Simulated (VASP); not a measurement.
Crystal: SrVO3.

```
Sr V O
1.0
     3.84090    0.00000    0.00000
     0.00000    3.84090    0.00000
     0.00000    0.00000    3.84090
Sr V O
1 1 3
Cartesian
  1.9204 1.9204 1.9204
  0.0000 0.0000 0.0000
  1.9204 0.0000 0.0000
  0.0000 1.9204 0.0000
  0.0000 0.0000 1.9204
```

Base run:

```yaml
Program: VASP 6.6.1
Functional: PBE
Potentials_or_basis: VASP PAW PBE potentials, release 64 (Sr_sv, V_sv, O_h)
Cutoff: 1340 eV
k_mesh: 6 × 6 × 6
Occupations: fermi-dirac, width 0.2 eV
Spin: collinear spin, ferromagnetic start
Starting_moments: "[0.0, 1.5, 0.0, 0.0, 0.0] μB"
```

Its results: pressure 3.8 GPa; net moment 0.00 μB per cell.

Problem. The run is repeated on the same cell with these changes: occupations from fermi-dirac, width 0.2 eV to fermi-dirac, width 0.5 eV. What comes out?

Solution. Pressure 5.8 GPa; net moment 0.00 μB per cell.

Caveats: the cell stands under pressure; the moments typed at the start vanished in this run; so wide a smearing shifts energies and pressures (at least some runs).
